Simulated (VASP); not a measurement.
Here is a VASP 6.6.1 calculation.

File INCAR:

```
PREC = Accurate
ENCUT = 500
EDIFF = 1E-7
ISMEAR = -1
SIGMA = 0.02
LREAL = False
LASPH = True
NELM = 120
ALGO = Normal
ISIF = 3
LWAVE = False
LCHARG = False
GGA = PE
IVDW = 13
IBRION = 2
NSW = 80
EDIFFG = -0.005
GGA_COMPAT = False
NELMIN = 4
```

File KPOINTS:

```
Automatic mesh
0
Gamma
  12 12 6
```

File POSCAR:

```
PtS2
1.0
    3.5831026186      0.0000000000      0.0000000000
   -1.7915513093      3.1030578921      0.0000000000
    0.0000000000      0.0000000000      4.6606495818
Pt S
1 2
Direct
    0.0000000000      0.0000000000      0.0000000000
    0.3333333333      0.6666666667      0.2588494638
    0.6666666667      0.3333333333      0.7411505362
```

Potentials or basis: VASP PAW PBE potentials, release 64 (Pt, S).

Launch:

```sh
$ cat potpaw_PBE.64/Pt/POTCAR potpaw_PBE.64/S/POTCAR > POTCAR
$ mpirun -np 1 vasp_std > vasp.out
```

(1) What does it give for the band gap on the k mesh?

(2) What does it give for the relaxed cell?

(3) Predict the space group after relaxing (to 0.1 Å).

(4) What does it give for the dispersion energy per atom?

Results:

(1) 0.14 eV (least direct gap 0.94 eV).

(2) a = 3.580 Å, b = 3.580 Å, c = 4.688 Å, α = 90.00°, β = 90.00°, γ = 120.00°.

(3) P-3m1 (No. 164).

(4) -0.463 eV.

Caveat: spin-orbit coupling is left out, which moves the levels of the heavy elements.
